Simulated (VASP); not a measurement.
# Zn in VASP: further runs

Runs on Zn. Level: PBE. Tasks: single point.

Everything below comes from runs of VASP 6.6.1. Logs are shortened: lines on timing, memory, paths and dates and some standing lists are left out, and cuts for length are marked.

**1. The cell of the first run**

The cell holds a slab with vacuum, 5 atoms: a = 2.779 Å, b = 2.779 Å, c = 27.075 Å, α = 90.00°, β = 90.00°, γ = 120.00°.

**2. Single point, PBE**

Contents of INCAR:

```
  PREC = Accurate
  ENCUT = 520
  EDIFF = 1E-6
  ISMEAR = 0
  SIGMA = 0.1
  LREAL = False
  LASPH = True
  NELM = 60
  ALGO = Normal
  ISIF = 2
  LWAVE = False
  LCHARG = True
  LDIPOL = True
  IDIPOL = 3
  DIPOL = 0.5 0.5 0.501
  GGA = PE
  LELF = True
  LVHAR = True
  LVACPOTAV = True
  NBANDS = 38
```

Contents of KPOINTS:

```
regular mesh
0
Gamma
  12 12 1
```

Contents of POSCAR:

```
Zn
1.0
    2.7786128684     -0.0000000029      0.0000000000
   -1.3893064317      2.4063493328      0.0000000000
    0.0000000000      0.0000000000     27.0749114780
Zn
5
Direct
    0.6666666667      0.3333333333      0.3324110591
    0.3333333333      0.6666666667      0.4162055296
    0.0000000000      0.0000000000      0.4999802623
    0.6666666667      0.3333333333      0.5843261970
    0.3333333333      0.6666666667      0.6724405505
```

Potentials or basis: VASP PAW PBE potentials, release 64 (Zn).

On the command line:

```sh
cat potpaw_PBE.64/Zn/POTCAR > POTCAR
mpirun -np 1 vasp_std > vasp.out
```

OUTCAR:

```text
PREC = Accurate
   ENCUT = 520
   EDIFF = 1E-6
   ISMEAR = 0
   LREAL = False
   LASPH = True
   NELM = 60
   ISIF = 2
   GGA = PE

 ion  position               nearest neighbor table
   1  0.667  0.333  0.332-   2 2.78   2 2.78   2 2.78
   2  0.333  0.667  0.416-   3 2.78   3 2.78   3 2.78   1 2.78   1 2.78   1 2.78
   3  0.000  0.000  0.500-   2 2.78   2 2.78   2 2.78   4 2.79   4 2.79   4 2.79
   4  0.667  0.333  0.584-   3 2.79   3 2.79   3 2.79   5 2.87   5 2.87   5 2.87
   5  0.333  0.667  0.672-   4 2.87   4 2.87   4 2.87

  LATTYP: Found a hexagonal cell.
 ALAT       =     2.7786128684
 C/A-ratio  =     9.7440387561

  Lattice vectors:

 A1 = (   2.7786128684,  -0.0000000029,   0.0000000000)
 A2 = (  -1.3893064317,   2.4063493328,   0.0000000000)
 A3 = (   0.0000000000,   0.0000000000,  27.0749114780)

Analysis of symmetry for initial positions (statically):
=====================================================================
 Subroutine PRICEL returns:
 Original cell was already a primitive cell.

 Routine SETGRP: Setting up the symmetry group for a
 hexagonal supercell.

 Subroutine GETGRP returns: Found  6 space group operations
 (whereof  6 operations were pure point group operations)
 out of a pool of 24 trial point group operations.

The static configuration has the point symmetry C_3v.

Analysis of symmetry for dynamics (positions and initial velocities):
=====================================================================
 Subroutine PRICEL returns:
 Original cell was already a primitive cell.

 Routine SETGRP: Setting up the symmetry group for a
 hexagonal supercell.

 Subroutine GETGRP returns: Found  6 space group operations
 (whereof  6 operations were pure point group operations)
 out of a pool of 24 trial point group operations.

The dynamic configuration has the point symmetry C_3v.

 Subroutine INISYM returns: Found  6 space group operations
 (whereof  6 operations are pure point group operations),
 and found     1 'primitive' translations

----------------------------------------------------------------------------------------

                                     Primitive cell

  volume of cell :     181.0313

  direct lattice vectors                    reciprocal lattice vectors
[... 91 lines left out ...]
   IBRION =     -1    ionic relax: 0-MD 1-quasi-New 2-CG
   NFREE  =      0    steps in history (QN), initial steepest desc. (CG)
   ISIF   =      2    stress and relaxation
   ISYM   =      2    0-nonsym 1-usesym 2-fastsym
   POTIM  = 0.5000    time-step for ionic-motion
   TEBEG  =    0.0;   TEEND  =   0.0 temperature during run
   PSTRESS=    0.0 pullay stress
   NELECT =      60.0000    total number of electrons
   NUPDOWN=      -1.0000    fix difference up-down
   EMIN   =  10.00;   EMAX   =-10.00  energy-range for DOS
   EFERMI =   0.00;   METHOD = LEGACY
   ISMEAR =     0;   SIGMA  =   0.10  broadening in eV -4-tet -1-fermi 0-gaus
   EFERMI_NEDOS =   21; number of points for ismear=-14 and -15
   IALGO  =     38    algorithm
   IMIX   =      4    mixing-type and parameters
     AMIX     =   0.40;   BMIX     =  1.00
     AMIX_MAG =   1.60;   BMIX_MAG =  1.00
  volume/ion in A,a.u.               =      36.21       244.33
  Fermi-wavevector in a.u.,A,eV,Ry     =   1.132941  2.140948 17.463833  1.283556
  Thomas-Fermi vector in A             =   2.269643
   LORBIT       =      0    0 simple, 1 ext, 2 COOP (PROOUT), +10 PAW based schemes
   GGA     = PE    functional components
   LHFCALC =     F    Hartree Fock is set to
   AEXX    =    0.0000 exact exchange contribution
   IVDW    =     0    specifies the selected vdW correction
   LEPSILON=     F    determine dielectric tensor
   LRPA    =     F    only Hartree local field effects (RPA)
 non-spin polarized calculation
 Gauss-broadening in eV      SIGMA  =   0.10
  energy-cutoff  :      520.00
  volume of cell :      181.03
 maximum number of plane-waves:      4907
 NGX is ok and might be reduce to    24
   NGX = 11   NGY = 11   NGZ =101

 dipolmoment           0.000000      0.000000      0.009495 electrons x Angstroem

 number of electron      60.0000009 magnetization

 dipolmoment           0.000000      0.000000     -0.002313 electrons x Angstroem

 Free energy of the ion-electron system (eV)
  ---------------------------------------------------
  ext. energy  EPLUGINS =         0.00000000
  ---------------------------------------------------
  free energy    TOTEN  =        -5.04612855 eV

  energy without entropy =       -5.03423629  energy(sigma->0) =       -5.04018242

 E-fermi :  -1.2979     XC(G=0):  -5.5371

 val. band max:       -1.3489519434   @ k =   0.4167   0.0833   0.0000
 cond. band min:      -1.2816845376   @ k =   0.3333   0.0833   0.0000
 fundamental gap:      0.0672674058
 Fermi energy:        -1.2979396723

 k-point     1 :       0.0000    0.0000    0.0000
  band No.  band energies     occupation
      1     -11.1742      2.00000
      2     -10.3983      2.00000
      3      -9.5855      2.00000
      4      -9.3846      2.00000
      5      -9.3065      2.00000
      6      -8.7490      2.00000
[... 768 lines left out ...]
     37       2.1409      0.00000
     38       3.7057      0.00000

------------------------ aborting loop because EDIFF is reached ----------------------------------------

  FORCE on cell =-STRESS in cart. coord.  units (eV):
  Direction    XX          YY          ZZ          XY          YZ          ZX
  --------------------------------------------------------------------------------------
  -------------------------------------------------------------------------------------
  Total       -2.4244146     -2.4244146      0.6054237      0.0000000      0.0000000      0.0000000
  in kB      -21.4567387    -21.4567387      5.3581668      0.0000000      0.0000000      0.0000000
  external PRESSURE =     -12.5184369 kB  Pullay stress =       0.0000000 kB

 VOLUME and BASIS-vectors are now :
 -----------------------------------------------------------------------------
  energy-cutoff  :      520.00
  volume of cell :      181.03
      direct lattice vectors                 reciprocal lattice vectors
     2.778612868 -0.000000003  0.000000000     0.359891805  0.207783630  0.000000000
    -1.389306432  2.406349333  0.000000000     0.000000000  0.415567261  0.000000000
     0.000000000  0.000000000 27.074911478     0.000000000  0.000000000  0.036934562

 POSITION                                       TOTAL-FORCE (eV/Angst)
 -----------------------------------------------------------------------------------
      1.38931      0.80212      9.00000         0.000000     -0.000000     -0.197219
      0.00000      1.60423     11.26873        -0.000000      0.000000      0.166896
      0.00000      0.00000     13.53692         0.000000      0.000000      0.000683
      1.38931      0.80212     15.82058         0.000000      0.000000      0.013937
      0.00000      1.60423     18.20627         0.000000      0.000000      0.015703
 -----------------------------------------------------------------------------------
    total drift:                                0.000000      0.000000     -0.000848

  FREE ENERGIE OF THE ION-ELECTRON SYSTEM (eV)
  ---------------------------------------------------
  free  energy   TOTEN  =        -5.0461285499 eV

  energy  without entropy=       -5.0342362932  energy(sigma->0) =       -5.04018242

 vacuum level on the upper side and lower side of the slab         3.045         3.108
```

OSZICAR:

```text
N       E                     dE             d eps       ncg     rms          rms(c)
DAV:   1     0.381637327266E+03    0.38164E+03   -0.29177E+04  1444   0.187E+03
DAV:   2     0.273366016693E+02   -0.35430E+03   -0.34397E+03  1452   0.404E+02
DAV:   3    -0.491752567108E+01   -0.32254E+02   -0.32053E+02  1600   0.138E+02
[... 15 lines left out ...]
DAV:  19    -0.504611900413E+01   -0.62219E-05   -0.23611E-06  1062   0.324E-02    0.239E-03
DAV:  20    -0.504612302660E+01   -0.40225E-05   -0.54085E-07   996   0.193E-02    0.122E-03
DAV:  21    -0.504612597742E+01   -0.29508E-05   -0.33504E-07   952   0.760E-03    0.923E-04
DAV:  22    -0.504612799674E+01   -0.20193E-05   -0.16318E-07   990   0.109E-02    0.660E-04
DAV:  23    -0.504612854992E+01   -0.55318E-06   -0.53473E-08   930   0.225E-03
   1 F= -.50461285E+01 E0= -.50401824E+01  d E =-.118923E-01
```

Run time: 8.5 min. Hardware: 1 thread of AMD EPYC 7R13, shared host; peak memory 0.34 GiB.

Results:

| Quantity | Value |
| --- | --- |
| Free energy | -5.0461 eV |
| Largest force | 0.197 eV/Å |
| Band gap on the k mesh | zero (band 30 reaches -0.15 eV, above the bottom of band 31 at -3.09 eV) |

Forces in eV/Å, atoms in the order of the input:
```
Zn   0.000  0.000 -0.197
Zn   0.000  0.000  0.167
Zn   0.000  0.000  0.001
Zn   0.000  0.000  0.014
Zn   0.000  0.000  0.016
```

Levels at points of the mesh, in eV from the Fermi level:
```
           k point  band 28  band 29  band 30  band 31  band 32  band 33
(0.00, 0.00, 0.00)    -6.73    -5.66    -3.44    -1.79     1.27     3.32
(0.50, 0.00, 0.00)    -2.04    -1.61    -1.05    -0.37     0.80     1.48
```

**3. Single point, PBE**

Contents of INCAR:

```
ALGO = Normal ; DIPOL = 0.5 0.5 0.501
EDIFF = 1E-6 ; ENCUT = 520
GGA = PE ; IDIPOL = 3
ISIF = 2 ; ISMEAR = 0
LASPH = T ; LCHARG = T
LDIPOL = T ; LELF = T
LREAL = F ; LVACPOTAV = T
LVHAR = T ; LWAVE = F
NBANDS = 38 ; NELM = 80
PREC = Accurate ; SIGMA = 0.1
```

Contents of KPOINTS:

```
k-points
0
Gamma
  21 21 1
```

Contents of POSCAR:

```
Zn
1.0
    2.7786128700      0.0000000000      0.0000000000
   -1.3893064300      2.4063493300      0.0000000000
    0.0000000000      0.0000000000     27.0749114780
Zn
5
Direct
    0.6666666659      0.3333333329      0.3324110591
    0.3333333329      0.6666666670      0.4162055296
    0.0000000000      0.0000000000      0.4999802623
    0.6666666659      0.3333333329      0.5843261970
    0.3333333329      0.6666666670      0.6724405505
```

Potentials or basis: VASP PAW PBE potentials, release 64 (Zn).

On the command line:

```sh
cat potpaw_PBE.64/Zn/POTCAR > POTCAR
mpirun -np 1 vasp_std > vasp.out
```

Run time: 20 min. Hardware: 1 thread of AMD EPYC 7R13, shared host; peak memory 0.42 GiB.

The run converged. Its results:

| Property | Result |
| --- | --- |
| Free energy | -5.0690 eV |
| Largest force | 0.193 eV/Å |
| Band gap on the k mesh | zero (band 30 reaches 0.08 eV, above the bottom of band 31 at -3.08 eV) |

Forces in eV/Å, atoms in the order of the input:
```
Zn   0.000  0.000 -0.193
Zn   0.000  0.000  0.136
Zn   0.000  0.000  0.020
Zn   0.000  0.000  0.023
Zn   0.000  0.000  0.013
```

Levels at points of the mesh, in eV from the Fermi level:
```tsv
k point	band 27	band 28	band 29	band 30	band 31	band 32	band 33	band 34
(0.00, 0.00, 0.00)	-6.84	-6.84	-5.77	-3.55	-1.90	1.16	3.21	3.93
```
